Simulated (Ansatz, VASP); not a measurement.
# One calculation of NiMoIrPdW, two programs

```xyz
5
Lattice="2.7608 0.0000 0.0000 -1.3804 2.3909 0.0000 0.0000 0.0000 11.3405" Properties=species:S:1:pos:R:3 pbc="T T T"
Ni    0.0000    0.0000    8.0423
Mo    1.3804    0.7970    3.3369
Pd    1.3804    0.7970   10.1952
Ir    0.0000    0.0000    1.2025
W     1.3804    0.7970    6.0015
```

Alike in both runs: functional RPBE; k mesh 8 × 8 × 2; occupations fermi-dirac, width 0.05 eV; collinear spin.

```csv
,VASP,Ansatz
version,VASP 6.6.1,Ansatz 0.2.0
potentials or method,"VASP PAW PBE potentials, release 64 (Ni, Mo_sv, Pd, Ir, W_sv), cutoff 520 eV","all-electron LAPW, scalar-relativistic"
task,single point,band structure
```

```csv
,VASP,Ansatz,Ansatz less VASP
gap on the k mesh at the Fermi level (eV),none,none,-
pressure (GPa),4.4,4.0,-0.41
"traceless stress, the component that is largest in VASP (GPa)",0.08,0.07,-0.007
rms of the force components (eV/Å),0.127,0.120,-0.0070
net moment per atom (μB),0.00,0.00,0.000
```

VASP's potentials were made for PBE, not for RPBE. Atom by atom the forces differ by 0.009 eV/Å (rms over components). A gap of «none» marks a metal or a gap that the smearing closes. Ansatz ran all-electron here, and VASP with PAW potentials.

Spin-orbit coupling is off throughout. Noted on Ansatz's run: the k mesh is thin for a metal, which can move the energy by tens of meV per atom.
